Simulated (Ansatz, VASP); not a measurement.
# Nb: VASP beside Ansatz

```
Nb
1.0
     4.56117    0.00000    0.00000
    -2.28059    3.95009    0.00000
     0.00000    0.00000    4.80247
Nb
4
Cartesian
  0.0000 0.0000 1.2006
  0.0000 0.0000 3.6019
  0.0000 2.6334 3.6019
  2.2806 1.3167 1.2006
```

Alike in both runs: functional PBE; k mesh 6 × 6 × 4; occupations gaussian, width 0.1 eV; no spin polarisation.

Ansatz relaxed the structure, and its values are those at the end. VASP's run is a single point on that final structure, the one shown.

|  | VASP | Ansatz |
| --- | --- | --- |
| version | VASP 6.6.1 | Ansatz 0.2.0 |
| potentials or method | VASP PAW PBE potentials, release 64 (Nb_sv), cutoff 520 eV | scalar-relativistic, plane waves, PAW |
| valence electrons in the cell | 52 | 52 |

|  | VASP | Ansatz | Ansatz less VASP |
| --- | --- | --- | --- |
| gap on the k mesh at the Fermi level (eV) | none | none | - |
| pressure (GPa) | 0.0 | 0.1 | +0.14 |

A gap of «none» marks a metal or a gap that the smearing closes. The functional is the same, so the differences come from potentials, cutoffs and numerics.
